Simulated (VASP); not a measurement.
# W (I4/mmm) in VASP: a series of runs

Runs on W. Level: PBEsol. Tasks: single point.

Program: VASP 6.6.1. These are calculated values, not measurements. Logs are shortened: lines on timing, memory, paths and dates and some standing lists are left out, and cuts for length are marked.

## (1) The cell of the first run

It takes space group I4/mmm (No. 139, tetragonal). The conventional cell has a = 3.035 Å, b = 3.035 Å, c = 3.274 Å, α = 90.00°, β = 90.00°, γ = 90.00°. Within 3.6 Å of W (site symmetry 4/mmm) lie 14 W at 2.70 to 3.27 Å.

## (2) Single point, PBEsol (strain -0.050 along x and y, +0.025 along z)

INCAR

```
  PREC = Accurate
  ENCUT = 520
  EDIFF = 1E-6
  ISMEAR = 0
  SIGMA = 0.15
  LREAL = F
  LASPH = T
  NELM = 100
  ALGO = Normal
  ISIF = 2
  LWAVE = F
  LCHARG = F
  GGA = PS
  NBANDS = 13
```

KPOINTS

```
regular mesh
0
Gamma
  20 20 20
```

POSCAR

```
W
1.0
   -1.5174350000      1.5174350000      1.6372325000
    1.5174350000     -1.5174350000      1.6372325000
    1.5174350000      1.5174350000     -1.6372325000
W
1
Direct
    0.0000000000      0.0000000000      0.0000000000
```

Potentials or basis: VASP PAW PBE potentials, release 64 (W_sv).

On the command line:

```
cat potpaw_PBE.64/W_sv/POTCAR > POTCAR
mpirun -np 1 vasp_std > vasp.out
```

OUTCAR:

```text
PREC = Accurate
   ENCUT = 520
   EDIFF = 1E-6
   ISMEAR = 0
   LREAL = F
   LASPH = T
   NELM = 100
   ISIF = 2
   GGA = PS

 ion  position               nearest neighbor table
   1  0.000  0.000  0.000-

  LATTYP: Found a body centered tetragonal cell.
 ALAT       =     3.0348700000
 C/A-ratio  =     1.0789473684

  Lattice vectors:

 A1 = (  -1.5174350000,   1.5174350000,   1.6372325000)
 A2 = (   1.5174350000,  -1.5174350000,   1.6372325000)
 A3 = (   1.5174350000,   1.5174350000,  -1.6372325000)

Analysis of symmetry for initial positions (statically):
=====================================================================
 Subroutine PRICEL returns:
 Original cell was already a primitive cell.

 Routine SETGRP: Setting up the symmetry group for a
 body centered tetragonal supercell.

 Subroutine GETGRP returns: Found 16 space group operations
 (whereof 16 operations were pure point group operations)
 out of a pool of 16 trial point group operations.

The static configuration has the point symmetry D_4h.

Analysis of symmetry for dynamics (positions and initial velocities):
=====================================================================
 Subroutine PRICEL returns:
 Original cell was already a primitive cell.

 Routine SETGRP: Setting up the symmetry group for a
 body centered tetragonal supercell.

 Subroutine GETGRP returns: Found 16 space group operations
 (whereof 16 operations were pure point group operations)
 out of a pool of 16 trial point group operations.

The dynamic configuration has the point symmetry D_4h.

 Subroutine INISYM returns: Found 16 space group operations
 (whereof 16 operations are pure point group operations),
 and found     1 'primitive' translations

----------------------------------------------------------------------------------------

                                     Primitive cell

  volume of cell :      15.0796

  direct lattice vectors                    reciprocal lattice vectors
    -1.517435000  1.517435000  1.637232500     0.000000000  0.329503405  0.305393400
     1.517435000 -1.517435000  1.637232500     0.329503405  0.000000000  0.305393400
     1.517435000  1.517435000 -1.637232500     0.329503405  0.329503405  0.000000000

  length of vectors
     2.699212518  2.699212518  2.699212518     0.449263423  0.449263423  0.465988185

  position of ions in fractional coordinates (direct lattice)
     0.000000000  0.000000000  0.000000000

  ion indices of the primitive-cell ions
   primitive index   ion index
                 1           1

----------------------------------------------------------------------------------------

 KPOINTS: regular mesh

Automatic generation of k-mesh.
 Grid dimensions read from file:
 generate k-points for:   20   20   20

 Generating k-lattice:

  Cartesian coordinates                     Fractional coordinates (reciprocal lattice)
     0.000000000  0.016475170  0.015269670     0.050000000 -0.000000000  0.000000000
     0.016475170  0.000000000  0.015269670    -0.000000000  0.050000000  0.000000000
     0.016475170  0.016475170  0.000000000     0.000000000  0.000000000  0.050000000

  Length of vectors
     0.022463171  0.022463171  0.023299409

  Shift w.r.t. Gamma in fractional coordinates (k-lattice)
     0.000000000  0.000000000  0.000000000

 Subroutine IBZKPT returns following result:
 ===========================================

 Found    641 irreducible k-points:

 Following reciprocal coordinates:
            Coordinates               Weight
  0.000000  0.000000  0.000000      1.000000
  0.050000 -0.000000  0.000000      8.000000
  0.100000 -0.000000  0.000000      8.000000
  0.150000 -0.000000  0.000000      8.000000
  0.200000 -0.000000  0.000000      8.000000
  0.250000 -0.000000  0.000000      8.000000
[... 16 lines left out ...]
 -0.400000  0.050000 -0.000000     16.000000
 -0.350000  0.050000 -0.000000     16.000000
 [... further k-points ...]
   k-points           NKPTS =    641   k-points in BZ     NKDIM =    641   number of bands    NBANDS=     13
   number of dos      NEDOS =    301   number of ions     NIONS =      1
   total plane-waves  NPLWV =   8000
   dimension x,y,z NGX =    20 NGY =   20 NGZ =   20
   dimension x,y,z NGXF=    40 NGYF=   40 NGZF=   40
   ions per type =               1
   NGX,Y,Z   is equivalent  to a cutoff of  12.32, 12.32, 12.32 a.u.
   NGXF,Y,Z  is equivalent  to a cutoff of  24.64, 24.64, 24.64 a.u.
 SYSTEM =  unknown system
   PREC   = accura    normal or accurate (medium, high low for compatibility)
   ISTART =      0    job   : 0-new  1-cont  2-samecut
   ICHARG =      2    charge: 1-file 2-atom 10-const
   ISPIN  =      1    spin polarized calculation?
   LNONCOLLINEAR =      F non collinear calculations
   LSORBIT =      F    spin-orbit coupling
   LASPH  =      T    aspherical Exc in radial PAW
   ENCUT  =  520.0 eV  38.22 Ry    6.18 a.u.   5.02  5.02  5.02*2*pi/ulx,y,z
   NELM   =    100;   NELMIN=  2; NELMDL= -5     # of ELM steps
   EDIFF  = 0.1E-05   stopping-criterion for ELM
   LREAL  =      F    real-space projection
   EDIFFG = 0.1E-04   stopping-criterion for IOM
   NSW    =      0    number of steps for IOM
   IBRION =     -1    ionic relax: 0-MD 1-quasi-New 2-CG
   NFREE  =      0    steps in history (QN), initial steepest desc. (CG)
   ISIF   =      2    stress and relaxation
   ISYM   =      2    0-nonsym 1-usesym 2-fastsym
   POTIM  = 0.5000    time-step for ionic-motion
   TEBEG  =    0.0;   TEEND  =   0.0 temperature during run
   PSTRESS=    0.0 pullay stress
   NELECT =      14.0000    total number of electrons
   NUPDOWN=      -1.0000    fix difference up-down
   EMIN   =  10.00;   EMAX   =-10.00  energy-range for DOS
   EFERMI =   0.00;   METHOD = LEGACY
   ISMEAR =     0;   SIGMA  =   0.15  broadening in eV -4-tet -1-fermi 0-gaus
   EFERMI_NEDOS =   21; number of points for ismear=-14 and -15
   IALGO  =     38    algorithm
   IMIX   =      4    mixing-type and parameters
     AMIX     =   0.40;   BMIX     =  1.00
     AMIX_MAG =   1.60;   BMIX_MAG =  1.00
  volume/ion in A,a.u.               =      15.08       101.76
  Fermi-wavevector in a.u.,A,eV,Ry     =   1.597058  3.018002 34.702937  2.550594
  Thomas-Fermi vector in A             =   2.694724
   LORBIT       =      0    0 simple, 1 ext, 2 COOP (PROOUT), +10 PAW based schemes
   GGA     = PS    functional components
   LHFCALC =     F    Hartree Fock is set to
   AEXX    =    0.0000 exact exchange contribution
   IVDW    =     0    specifies the selected vdW correction
   LEPSILON=     F    determine dielectric tensor
   LRPA    =     F    only Hartree local field effects (RPA)
 non-spin polarized calculation
 Gauss-broadening in eV      SIGMA  =   0.15
  energy-cutoff  :      520.00
  volume of cell :       15.08
 maximum number of plane-waves:       420
   NGX = 11   NGY = 11   NGZ = 11

 number of electron      14.0000004 magnetization

 Free energy of the ion-electron system (eV)
  ---------------------------------------------------
  ext. energy  EPLUGINS =         0.00000000
  ---------------------------------------------------
  free energy    TOTEN  =       -13.71749671 eV

  energy without entropy =      -13.71235805  energy(sigma->0) =      -13.71492738

 E-fermi :  12.0372     XC(G=0): -14.0450

 val. band max:       12.0370600711   @ k =  -0.2000  -0.2000   0.1000
 cond. band min:      12.0389596177   @ k =  -0.2500  -0.3000   0.2500
 fundamental gap:      0.0018995466
 Fermi energy:        12.0372493606

 k-point     1 :       0.0000    0.0000    0.0000
  band No.  band energies     occupation
      1     -62.0668      2.00000
      2     -25.5567      2.00000
      3     -25.5384      2.00000
      4     -25.5384      2.00000
      5       2.0830      2.00000
      6      10.4164      2.00000
      7      10.4164      2.00000
      8      11.4300      2.00000
      9      13.6060      0.00000
     10      14.9769      0.00000
     11      25.7678      0.00000
     12      27.2275      0.00000
     13      27.2275      0.00000

 k-point     2 :       0.0500   -0.0000    0.0000
  band No.  band energies     occupation
      1     -62.0628      2.00000
      2     -25.5900      2.00000
      3     -25.5499      2.00000
      4     -25.5461      2.00000
      5       2.2099      2.00000
      6      10.4058      2.00000
      7      10.4455      2.00000
      8      11.4464      2.00000
      9      13.5256      0.00000
     10      14.9205      0.00000
     11      26.0051      0.00000
     12      27.4125      0.00000
     13      27.4396      0.00000

 k-point     3 :       0.1000   -0.0000    0.0000
  band No.  band energies     occupation
      1     -62.0512      2.00000
      2     -25.7066      2.00000
      3     -25.5830      2.00000
      4     -25.5476      2.00000
      5       2.5780      2.00000
      6      10.3549      2.00000
      7      10.4344      2.00000
      8      11.6054      1.99995
      9      13.3344      0.00000
     10      14.7980      0.00000
     11      26.5686      0.00000
     12      27.9478      0.00000
     13      28.0601      0.00000
[... 305 lines left out ...]
 k-point    23 :      -0.4000    0.0500   -0.0000
  band No.  band energies     occupation
      1     -61.9243      2.00000
      2     -26.8702      2.00000
      3     -25.9335      2.00000
      4     -25.5684      2.00000
      5       5.5108      2.00000
      6       8.8614      2.00000
      7      10.9232      2.00000
      8      13.5506      0.00000
      9      15.3407      0.00000
     10      16.7899      0.00000
     11      24.7414      0.00000
     12      25.5175      0.00000
     13      32.5072      0.00000

 k-point    24 :      -0.3500    0.0500   -0.0000
  band No.  band energies     occupation
      1     -61.9448      2.00000
      2     -26.6928      2.00000
      3     -25.8751      2.00000
      4     -25.5694      2.00000
      5       5.3602      2.00000
      6       9.1077      2.00000
      7      10.2419      2.00000
      8      13.3878      0.00000
      9      15.1067      0.00000
     10      15.6043      0.00000
     11      25.5652      0.00000
     12      26.9223      0.00000
     13      34.0121      0.00000

 [... further k-points ...]
[... 5 lines left out ...]
  --------------------------------------------------------------------------------------
  -------------------------------------------------------------------------------------
  Total        2.2588860      2.2588860     -0.1039590      0.0000000      0.0000000     -0.0000000
  in kB      240.0017179    240.0017179    -11.0454227      0.0000000      0.0000000     -0.0000000
  external PRESSURE =     156.3193377 kB  Pullay stress =       0.0000000 kB

 VOLUME and BASIS-vectors are now :
 -----------------------------------------------------------------------------
  energy-cutoff  :      520.00
  volume of cell :       15.08
      direct lattice vectors                 reciprocal lattice vectors
    -1.517435000  1.517435000  1.637232500     0.000000000  0.329503405  0.305393400
     1.517435000 -1.517435000  1.637232500     0.329503405  0.000000000  0.305393400
     1.517435000  1.517435000 -1.637232500     0.329503405  0.329503405  0.000000000

 POSITION                                       TOTAL-FORCE (eV/Angst)
 -----------------------------------------------------------------------------------
      0.00000      0.00000      0.00000        -0.000000      0.000000      0.000000
 -----------------------------------------------------------------------------------
    total drift:                                0.000000     -0.000000      0.000000

  FREE ENERGIE OF THE ION-ELECTRON SYSTEM (eV)
  ---------------------------------------------------
  free  energy   TOTEN  =       -13.7174967077 eV

  energy  without entropy=      -13.7123580539  energy(sigma->0) =      -13.71492738
```

It took 32 s on 1 thread of Intel Xeon 6975P-C (Granite Rapids), shared host; peak memory 0.22 GiB.

What came out:

- Free energy: -13.7175 eV
- Pressure: 15.6 GPa
- Band gap on the k mesh: zero (band 7 reaches 17.34 eV, above the bottom of band 8 at 11.11 eV)

Caveat: the cell differs from its parent crystal (strain -0.050 along x and y, +0.025 along z); the PAW data sets were made with another functional, which shifts forces and pressure a little; spin-orbit coupling is left out, which moves the levels of the heavy elements.

## (3) Single point, PBEsol (strain -0.050 along x and y, +0.050 along z)

INCAR

```
PREC = Accurate ; ENCUT = 520
EDIFF = 1E-6 ; ISMEAR = 0
SIGMA = 0.15 ; LREAL = F
LASPH = T ; NELM = 80
ALGO = Normal ; ISIF = 2
LWAVE = F ; LCHARG = F
GGA = PS ; NBANDS = 13
```

KPOINTS

```
Automatic mesh
0
Gamma
  20 20 20
```

POSCAR

```
W
1.0
   -1.5174350000      1.5174350000      1.6771650000
    1.5174350000     -1.5174350000      1.6771650000
    1.5174350000      1.5174350000     -1.6771650000
W
1
Direct
    0.0000000000      0.0000000000      0.0000000000
```

Potentials or basis: VASP PAW PBE potentials, release 64 (W_sv).

On the command line:

```
cat potpaw_PBE.64/W_sv/POTCAR > POTCAR
mpirun -np 1 vasp_std > vasp.out
```

Run time: 32 s. Hardware: 1 thread of Intel Xeon 6975P-C (Granite Rapids), shared host; peak memory 0.23 GiB.

The run converged. Its results:

```
Free energy            : -13.7023 eV
Pressure               : 7.3 GPa
Band gap on the k mesh : zero (band 7 reaches 16.76 eV, above the bottom of band 8 at 10.67 eV)
```

Stress tensor (GPa, compression positive):
```
 16.94   0.00   0.00
  0.00  16.94   0.00
  0.00   0.00 -11.90
```

Levels at points of the mesh, in eV from the Fermi level:
```
           k point  band 5  band 6  band 7  band 8  band 9  band 10
(0.00, 0.00, 0.00)   -9.81   -1.60   -1.60   -0.34    1.31     3.00
(0.50, 0.00, 0.00)   -6.47   -3.19    0.55    1.11    3.48     6.15
(0.50, 0.50, 0.00)   -6.48   -4.53    1.34    3.37    3.87     6.55
(0.50, 0.50, 0.50)   -6.23   -5.91    5.09    5.53    5.53     6.70
```

Caveat: the cell differs from its parent crystal (strain -0.050 along x and y, +0.050 along z); the PAW data sets were made with another functional, which shifts forces and pressure a little; spin-orbit coupling is left out, which moves the levels of the heavy elements.
